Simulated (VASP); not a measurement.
Write the native input for VASP 6.6.1 that does the following.

| Quantity | Value |
| --- | --- |
| Task | relaxation of shape and atoms at fixed volume |
| Functional | PBE |
| Potentials or basis | VASP PAW PBE potentials, release 64 (Zn) |
| Cutoff | 600 eV |
| k mesh | 18 × 18 × 8 |
| Occupations | gaussian, width 0.1 eV |
| Spin | no spin polarisation |
| Dipole correction | no |
| Further INCAR settings | ALGO = Fast; EDIFF = 1e-07; IBRION = 2; EDIFFG = -0.01; NSW = 50; ISIF = 4 |

The structure of Zn lies in POSCAR:

```
Zn
1.0
    2.6742408264      0.0000000000      0.0000000000
   -1.3371204132      2.3159604915      0.0000000000
    0.0000000000      0.0000000000      5.2503068836
Zn
2
Direct
    0.3333333333      0.6666666667      0.2500000000
    0.6666666667      0.3333333333      0.7500000000
```

One way to write it, as run:

INCAR

```
SYSTEM = Zn
ALGO = Fast ; EDIFF = 1E-7
EDIFFG = -0.01 ; ENCUT = 600
GGA = PE ; IBRION = 2
ISIF = 4 ; ISMEAR = 0
LASPH = .True. ; LCHARG = .False.
LREAL = .False. ; LWAVE = .False.
NELM = 60 ; NSW = 50
PREC = Accurate ; SIGMA = 0.1
```

KPOINTS

```
k-points
0
Gamma
  18 18 8
  0 0 0
```

Potentials or basis: VASP PAW PBE potentials, release 64 (Zn).

The run is started by

```sh
$ cat potpaw_PBE.64/Zn/POTCAR > POTCAR
$ mpirun -np 1 vasp_std > vasp.out
```

It gave:

```
Energy gained by relaxing : 0.3 meV/atom
Ionic steps               : 3
Pressure after relaxing   : -3.0 GPa
Band gap on the k mesh    : zero (bands 12 and 13 overlap by 5.27 eV)
```

Run time: 2.3 min on 1 thread of AMD EPYC 9R45 96-Core Processor (Zen 5) (shared host), peak memory 0.21 GiB.
